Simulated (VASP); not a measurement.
Cu, 2 atoms in the cell. The structure is hexagonal, space group P6_3/mmc (No. 194). Conventional cell: a = 2.573 Å, b = 2.573 Å, c = 4.168 Å, α = 90.00°, β = 90.00°, γ = 120.00°. Within 3.4 Å of Cu (site symmetry -6m2) lie 12 Cu at 2.56 to 2.57 Å. 

| Quantity | Value |
| --- | --- |
| Program | VASP 6.6.1 |
| Task | relaxation of cell and atoms |
| Functional | PBE |
| Potentials or basis | VASP PAW PBE potentials, release 64 (Cu) |
| Cutoff | 600 eV |
| k mesh | 19 × 19 × 10 |
| Occupations | fermi-dirac, width 0.05 eV |
| Spin | no spin polarisation |
| Dipole correction | no |
| Further INCAR settings | ALGO = Normal; EDIFF = 1e-06; IBRION = 2; EDIFFG = -0.005; NSW = 60; ISIF = 3 |

Potentials or basis: VASP PAW PBE potentials, release 64 (Cu).

Command:

```bash
$ cat potpaw_PBE.64/Cu/POTCAR > POTCAR
$ mpirun -np 1 vasp_std > vasp.out
```

Hardware: 1 thread of Intel Xeon 6975P-C (shared host).

Estimate the wall time of this run.

It took 6 min on 1 thread of Intel Xeon 6975P-C, on a shared host, peak memory 0.24 GiB. Counts: scf iterations 70, k points 240, ion steps 16.
